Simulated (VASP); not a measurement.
TaN, 2 atoms in the cell. It takes space group R-3m (No. 166, trigonal). Conventional cell: a = 3.287 Å, b = 3.287 Å, c = 6.712 Å, α = 90.00°, β = 90.00°, γ = 120.00°. Within 3.0 Å of Ta (site symmetry -3m) lie 6 N at 2.20 Å and 6 Ta at 2.93 Å. Within 3.0 Å of N (site symmetry -3m) lie 6 Ta at 2.20 Å and 6 N at 2.93 Å. 

```yaml
Program: VASP 6.6.1
Task: single point
Functional: PBEsol
Potentials_or_basis: VASP PAW PBE potentials, release 64 (Ta_sv_GW, N)
Cutoff: 700 eV
k_mesh: 20 × 20 × 20
Occupations: gaussian, width 0.15 eV
Spin: no spin polarisation
Dipole_correction: no
Further_INCAR_settings: ALGO = Normal; EDIFF = 1e-06; NBANDS = 16
```

Potentials or basis: VASP PAW PBE potentials, release 64 (Ta_sv_GW, N).

Run with:

```bash
$ cat potpaw_PBE.64/Ta_sv_GW/POTCAR potpaw_PBE.64/N/POTCAR > POTCAR
$ mpirun -np 1 vasp_std > vasp.out
```

Hardware: 1 thread of AMD EPYC 7R43 64-Core Processor (Zen 3), on a shared host.

Problem. How long does it take, and how much memory?

Solution. Wall time 6 min on 1 thread of AMD EPYC 7R43 64-Core Processor (Zen 3), on a shared host, peak memory 0.5 GiB. Counts: scf iterations 13, k points 781.
